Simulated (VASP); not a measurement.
Input of a VASP 6.6.1 run:

Contents of POSCAR:

```
AlN
1.0
    0.0000000000      2.1630276483      2.2073064882
    2.1630276483      0.0000000000      2.2073064882
    2.1630276483      2.1630276483      0.0000000000
Al N
1 1
Direct
    0.0000000000      0.0000000000      0.0000000000
    0.2500000000      0.2500000000      0.2500000000
```

The input INCAR.step1:

```
SYSTEM = AlN
PREC = Accurate ; ENCUT = 520
EDIFF = 1E-5 ; ISMEAR = 0
SIGMA = 0.01 ; LREAL = .FALSE.
LASPH = .TRUE. ; NELM = 80
ALGO = Normal ; ISIF = 2
LWAVE = .TRUE. ; LCHARG = .FALSE.
NBANDS = 11 ; GGA = PE
```

Contents of INCAR.step2:

```
SYSTEM = AlN
PREC = Accurate ; ENCUT = 520
EDIFF = 1E-6 ; ISMEAR = 0
SIGMA = 0.01 ; LREAL = .FALSE.
LASPH = .TRUE. ; NELM = 80
ALGO = Normal ; ISIF = 2
LWAVE = .FALSE. ; LCHARG = .FALSE.
GGA = PE ; LHFCALC = .TRUE.
HFSCREEN = 0.2079 ; PRECFOCK = Normal
NBANDS = 11 ; ISTART = 1
```

Contents of KPOINTS:

```
Automatic mesh
0
G
  8 8 8
  0 0 0
```

Potentials or basis: VASP PAW PBE potentials, release 64 (Al, N).

Run with:

```console
$ cat potpaw_PBE.64/Al/POTCAR potpaw_PBE.64/N/POTCAR > POTCAR
$ cp INCAR.step1 INCAR
$ mpirun -np 1 vasp_std > vasp.out
$ cp INCAR.step2 INCAR
$ mpirun -np 1 vasp_std > vasp.out
```

Task: What does it give for the band gap on the k mesh?

Result: 4.50 eV (least direct gap 5.60 eV).

Task: What does it give for the pressure?

Result: 1.3 GPa.

Stress tensor (GPa, compression positive):
```
 2.31  0.00  0.00
 0.00  2.31  0.00
 0.00  0.00 -0.78
```

Caveat: the cell differs from its parent crystal (epitaxial xy strain -1.0%); the PAW data sets were made with another functional, which shifts forces and pressure a little. A k mesh can miss the band edges.
